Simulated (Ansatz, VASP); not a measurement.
**One calculation of Ni, two programs**

```
Ni
1.0
     0.00000    2.15296    2.15296
     2.15296    0.00000    2.15296
     2.15296    2.15296    0.00000
Ni
2
Direct
  0.87500 0.87500 0.87500
  0.12500 0.12500 0.12500
```

Change from the starting cell: volume scaled by 0.6, LAPW.

Alike in both runs: task single point; functional PBE; k mesh 14 × 14 × 14; occupations fermi-dirac, width 0.1 eV; collinear spin.

|  | VASP | Ansatz |
| --- | --- | --- |
| version | VASP 6.6.1 | Ansatz 0.2.0 |
| potentials or method | VASP PAW PBE potentials, release 64 (Ni), cutoff 520 eV | all-electron LAPW, scalar-relativistic |

Ansatz gave:

```
pressure (GPa)                                                : 154.1
net moment per atom (μB)                                      : 0.72
size of the moment on the site where the two differ most (μB) : 0.73
```

Question: Estimate VASP's values.

Answer: Pressure (GPa): 144.1; net moment per atom (μB): 0.70; size of the moment on the site where the two differ most (μB): 0.67.

Site moments also hang on the region over which each program counts them. Both programs put the cell under a high pressure, so it lies far from rest at this level. Ansatz ran all-electron here, and VASP with PAW potentials.

Noted on VASP's run: the cell as given lies far from equilibrium.
